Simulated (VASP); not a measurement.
# B (R-3m) in VASP: notebook, part 3 of 3

VASP 6.6.1. Earlier steps stand in the parts before.

**5. Single point, r2SCAN (volume scaled by 1.03, then relaxed in part)**

POSCAR reads:

```
B
1.0
    2.4750653118      1.4289796240      4.2070979599
   -2.4750653118      1.4289796240      4.2070979599
    0.0000000000     -2.8579592481      4.2070979599
B
12
Direct
    0.0093807152      0.6551154025      0.0093807152
    0.0093807152      0.0093807152      0.6551154025
    0.6551154025      0.0093807152      0.0093807152
    0.9906192848      0.3448845975      0.9906192848
    0.3448845975      0.9906192848      0.9906192848
    0.9906192848      0.9906192848      0.3448845975
    0.2193407408      0.6334910384      0.2193407408
    0.2193407408      0.2193407408      0.6334910384
    0.6334910384      0.2193407408      0.2193407408
    0.7806592592      0.3665089616      0.7806592592
    0.3665089616      0.7806592592      0.7806592592
    0.7806592592      0.7806592592      0.3665089616
```

INCAR.step1 reads:

```
  PREC = Accurate
  ENCUT = 520
  ISMEAR = 0
  SIGMA = 0.02
  LREAL = False
  LASPH = True
  NELM = 80
  NBANDS = 30
  GGA = PE
  ALGO = Normal
  EDIFF = 1E-4
  LWAVE = True
  LCHARG = False
```

INCAR.step2 reads:

```
  PREC = Accurate
  ENCUT = 520
  EDIFF = 1E-6
  ISMEAR = 0
  SIGMA = 0.02
  LREAL = False
  LASPH = True
  NELM = 80
  ALGO = Normal
  ISIF = 2
  LWAVE = False
  LCHARG = True
  METAGGA = R2SCAN
  LMIXTAU = True
  LELF = True
  LVHAR = True
  NBANDS = 30
  ISTART = 1
```

KPOINTS reads:

```
regular mesh
0
Gamma
  9 9 9
```

Potentials or basis: VASP PAW PBE potentials, release 64 (B).

Started as:

```console
cat potpaw_PBE.64/B/POTCAR > POTCAR
cp INCAR.step1 INCAR
mpirun -np 1 vasp_std > vasp.out
cp INCAR.step2 INCAR
mpirun -np 1 vasp_std > vasp.out
```

OUTCAR:

```text
PREC = Accurate
   ENCUT = 520
   EDIFF = 1E-6
   ISMEAR = 0
   LREAL = False
   LASPH = True
   NELM = 80
   ISIF = 2
   METAGGA = R2SCAN
   ISTART = 1

 ion  position               nearest neighbor table
   1  0.009  0.655  0.009-   4 1.68   3 1.75   2 1.75   7 1.80  11 1.81  12 1.81
   2  0.009  0.009  0.655-   6 1.68   3 1.75   1 1.75   8 1.80  10 1.81  11 1.81
   3  0.655  0.009  0.009-   5 1.68   1 1.75   2 1.75   9 1.80  10 1.81  12 1.81
   4  0.991  0.345  0.991-   1 1.68   5 1.75   6 1.75  10 1.80   9 1.81   8 1.81
   5  0.345  0.991  0.991-   3 1.68   4 1.75   6 1.75  11 1.80   7 1.81   8 1.81
   6  0.991  0.991  0.345-   2 1.68   4 1.75   5 1.75  12 1.80   9 1.81   7 1.81
   7  0.219  0.633  0.219-  12 1.78  11 1.78   1 1.80   5 1.81   6 1.81   9 2.05   8 2.05
   8  0.219  0.219  0.633-  10 1.78  11 1.78   2 1.80   4 1.81   5 1.81   7 2.05   9 2.05
   9  0.633  0.219  0.219-  12 1.78  10 1.78   3 1.80   4 1.81   6 1.81   7 2.05   8 2.05
  10  0.781  0.367  0.781-   8 1.78   9 1.78   4 1.80   3 1.81   2 1.81  11 2.05  12 2.05
  11  0.367  0.781  0.781-   8 1.78   7 1.78   5 1.80   1 1.81   2 1.81  10 2.05  12 2.05
  12  0.781  0.781  0.367-   7 1.78   9 1.78   6 1.80   3 1.81   1 1.81  10 2.05  11 2.05

  LATTYP: Found a trigonal (rhomboedric) cell.
 ALAT       =     5.0860204785
 COS(alpha) =     0.5263613727

  Lattice vectors:

 A1 = (   2.4750653118,   1.4289796240,   4.2070979599)
 A2 = (  -2.4750653118,   1.4289796240,   4.2070979599)
 A3 = (   0.0000000000,  -2.8579592481,   4.2070979599)

Analysis of symmetry for initial positions (statically):
=====================================================================
 Subroutine PRICEL returns:
 Original cell was already a primitive cell.

 Routine SETGRP: Setting up the symmetry group for a
 trigonal (rhombohedral) supercell.

 Subroutine GETGRP returns: Found 12 space group operations
 (whereof 12 operations were pure point group operations)
 out of a pool of 12 trial point group operations.

The static configuration has the point symmetry D_3d.

Analysis of symmetry for dynamics (positions and initial velocities):
=====================================================================
 Subroutine PRICEL returns:
 Original cell was already a primitive cell.

 Routine SETGRP: Setting up the symmetry group for a
 trigonal (rhombohedral) supercell.

 Subroutine GETGRP returns: Found 12 space group operations
 (whereof 12 operations were pure point group operations)
 out of a pool of 12 trial point group operations.

The dynamic configuration has the point symmetry D_3d.

 Subroutine INISYM returns: Found 12 space group operations
 (whereof 12 operations are pure point group operations),
 and found     1 'primitive' translations

----------------------------------------------------------------------------------------

                                     Primitive cell

  volume of cell :      89.2784

  direct lattice vectors                    reciprocal lattice vectors
     2.475065312  1.428979624  4.207097960     0.202014871  0.116633340  0.079231179
    -2.475065312  1.428979624  4.207097960    -0.202014871  0.116633340  0.079231179
     0.000000000 -2.857959248  4.207097960     0.000000000 -0.233266680  0.079231179

  length of vectors
[... 83 lines left out ...]
 [... further k-points ...]
   k-points           NKPTS =     85   k-points in BZ     NKDIM =     85   number of bands    NBANDS=     30
   number of dos      NEDOS =    301   number of ions     NIONS =     12
   total plane-waves  NPLWV =  64000
   dimension x,y,z NGX =    40 NGY =   40 NGZ =   40
   dimension x,y,z NGXF=    80 NGYF=   80 NGZF=   80
   ions per type =              12
   NGX,Y,Z   is equivalent  to a cutoff of  13.07, 13.07, 13.07 a.u.
   NGXF,Y,Z  is equivalent  to a cutoff of  26.15, 26.15, 26.15 a.u.
 SYSTEM =  unknown system
   PREC   = accura    normal or accurate (medium, high low for compatibility)
   ISTART =      1    job   : 0-new  1-cont  2-samecut
   ICHARG =      0    charge: 1-file 2-atom 10-const
   ISPIN  =      1    spin polarized calculation?
   LNONCOLLINEAR =      F non collinear calculations
   LSORBIT =      F    spin-orbit coupling
   LASPH  =      T    aspherical Exc in radial PAW
   ENCUT  =  520.0 eV  38.22 Ry    6.18 a.u.   9.46  9.46  9.46*2*pi/ulx,y,z
   NELM   =     80;   NELMIN=  2; NELMDL=  0     # of ELM steps
   EDIFF  = 0.1E-05   stopping-criterion for ELM
   LREAL  =      F    real-space projection
   EDIFFG = 0.1E-04   stopping-criterion for IOM
   NSW    =      0    number of steps for IOM
   IBRION =     -1    ionic relax: 0-MD 1-quasi-New 2-CG
   NFREE  =      0    steps in history (QN), initial steepest desc. (CG)
   ISIF   =      2    stress and relaxation
   ISYM   =      2    0-nonsym 1-usesym 2-fastsym
   POTIM  = 0.5000    time-step for ionic-motion
   TEBEG  =    0.0;   TEEND  =   0.0 temperature during run
   PSTRESS=    0.0 pullay stress
   NELECT =      36.0000    total number of electrons
   NUPDOWN=      -1.0000    fix difference up-down
   EMIN   =  10.00;   EMAX   =-10.00  energy-range for DOS
   EFERMI =   0.00;   METHOD = LEGACY
   ISMEAR =     0;   SIGMA  =   0.02  broadening in eV -4-tet -1-fermi 0-gaus
   EFERMI_NEDOS =   21; number of points for ismear=-14 and -15
   IALGO  =     38    algorithm
   IMIX   =      4    mixing-type and parameters
     AMIX     =   0.40;   BMIX     =  1.00
     AMIX_MAG =   1.60;   BMIX_MAG =  1.00
  volume/ion in A,a.u.               =       7.44        50.21
  Fermi-wavevector in a.u.,A,eV,Ry     =   1.209465  2.285558 19.902694  1.462807
  Thomas-Fermi vector in A             =   2.345042
   LORBIT       =      0    0 simple, 1 ext, 2 COOP (PROOUT), +10 PAW based schemes
   METAGGA = R2SCAN    functional components
   LHFCALC =     F    Hartree Fock is set to
   AEXX    =    0.0000 exact exchange contribution
   IVDW    =     0    specifies the selected vdW correction
   LEPSILON=     F    determine dielectric tensor
   LRPA    =     F    only Hartree local field effects (RPA)
 non-spin polarized calculation
 Gauss-broadening in eV      SIGMA  =   0.02
  energy-cutoff  :      520.00
  volume of cell :       89.28
 maximum number of plane-waves:      2421
 NGX is ok and might be reduce to    40
   NGX = 19   NGY = 19   NGZ = 19

 number of electron      36.0000000 magnetization

 Free energy of the ion-electron system (eV)
  ---------------------------------------------------
  ext. energy  EPLUGINS =         0.00000000
  ---------------------------------------------------
  free energy    TOTEN  =       -88.08295036 eV

  energy without entropy =      -88.08295036  energy(sigma->0) =      -88.08295036

 E-fermi :   5.6833     XC(G=0): -12.1689

 val. band max:        5.5132927503   @ k =   0.4444   0.4444   0.4444
 cond. band min:       7.2327592660   @ k =  -0.3333  -0.3333   0.2222
 fundamental gap:      1.7194665158
 Fermi energy:         5.6833472235

 k-point     1 :       0.0000    0.0000    0.0000
  band No.  band energies     occupation
      1     -11.3054      2.00000
      2      -5.4055      2.00000
      3      -5.1644      2.00000
      4      -5.1644      2.00000
      5      -3.7251      2.00000
      6      -3.1702      2.00000
[... 781 lines left out ...]
     29      15.1438      0.00000
     30      15.5223      0.00000

 [... further k-points ...]
[... 5 lines left out ...]
  --------------------------------------------------------------------------------------
  -------------------------------------------------------------------------------------
  Total       -3.1954687     -3.1954687     -3.2283939      0.0000000      0.0000000      0.0000000
  in kB      -57.3453981    -57.3453981    -57.9362699      0.0000000      0.0000000      0.0000000
  external PRESSURE =     -57.5423554 kB  Pullay stress =       0.0000000 kB

 VOLUME and BASIS-vectors are now :
 -----------------------------------------------------------------------------
  energy-cutoff  :      520.00
  volume of cell :       89.28
      direct lattice vectors                 reciprocal lattice vectors
     2.475065312  1.428979624  4.207097960     0.202014871  0.116633340  0.079231179
    -2.475065312  1.428979624  4.207097960    -0.202014871  0.116633340  0.079231179
     0.000000000 -2.857959248  4.207097960     0.000000000 -0.233266680  0.079231179

 POSITION                                       TOTAL-FORCE (eV/Angst)
 -----------------------------------------------------------------------------------
     -1.59824      0.92274      2.83507         0.017549     -0.010132     -0.013524
      0.00000     -1.84548      2.83507        -0.000000      0.020264     -0.013524
      1.59824      0.92274      2.83507        -0.017549     -0.010132     -0.013524
      1.59824     -0.92274      9.78623        -0.017549      0.010132      0.013524
     -1.59824     -0.92274      9.78623         0.017549      0.010132      0.013524
      0.00000      1.84548      9.78623        -0.000000     -0.020264      0.013524
     -1.02505      0.59181      4.51073         0.010889     -0.006287      0.008016
      0.00000     -1.18362      4.51073        -0.000000      0.012574      0.008016
      1.02505      0.59181      4.51073        -0.010889     -0.006287      0.008016
      1.02505     -0.59181      8.11056        -0.010889      0.006287     -0.008016
     -1.02505     -0.59181      8.11056         0.010889      0.006287     -0.008016
      0.00000      1.18362      8.11056        -0.000000     -0.012574     -0.008016
 -----------------------------------------------------------------------------------
    total drift:                               -0.000000     -0.000000      0.000000

  FREE ENERGIE OF THE ION-ELECTRON SYSTEM (eV)
  ---------------------------------------------------
  free  energy   TOTEN  =       -88.0829503602 eV

  energy  without entropy=      -88.0829503602  energy(sigma->0) =      -88.08295036
```

Wall time 13 min (1 thread of AMD EPYC 7R43 (Zen 3), shared host); peak memory 0.3 GiB.

Results:

```yaml
Free_energy: -88.0830 eV
Pressure: -5.8 GPa
Largest_force: 0.024 eV/Å
Band_gap_on_the_k_mesh: 1.72 eV, indirect (least direct gap 2.21 eV)
```

Forces on the atoms (eV/Å):
```
B    0.018 -0.010 -0.014
B    0.000  0.020 -0.014
B   -0.018 -0.010 -0.014
B   -0.018  0.010  0.014
B    0.018  0.010  0.014
B    0.000 -0.020  0.014
B    0.011 -0.006  0.008
B    0.000  0.013  0.008
B   -0.011 -0.006  0.008
B   -0.011  0.006 -0.008
B    0.011  0.006 -0.008
B    0.000 -0.013 -0.008
```

Levels at points of the mesh, in eV from the valence-band top:
```csv
k point,band 14,band 15,band 16,band 17,band 18,band 19,band 20,band 21,band 22,band 23
"(0.00, 0.00, 0.00)",-4.39,-1.18,-0.80,-0.80,-0.35,1.87,4.87,4.87,5.16,5.16
```

Caveat: the PAW data sets were made with another functional, which shifts forces and pressure a little. A k mesh can miss the band edges.

**6. The runs side by side**

| cell | gap on the mesh (eV) | pressure (GPa) | largest force (eV/Å) |
| --- | --- | --- | --- |
| a = 4.942 Å, angles 58.0°, 12 atoms | 1.34 | 15.3 | 0.03 |
| a = 4.992 Å, angles 58.1°, 12 atoms | 1.51 | 7.2 | 0.03 |
| a = 5.040 Å, angles 58.2°, 12 atoms | 1.63 | 0.2 | 0.02 |
| a = 5.086 Å, angles 58.2°, 12 atoms | 1.72 | -5.8 | 0.02 |

Alike in all rows: task single point; level r2SCAN; potentials or basis VASP PAW PBE potentials, release 64 (B); no spin polarisation; k mesh 9 × 9 × 9; cutoff (eV) 520; smearing gaussian 0.02 eV.

Caveats: the PAW data sets were made with another functional, which shifts forces and pressure a little.

Total energies depend on the potentials used, so only differences within one code and one set of settings carry meaning.
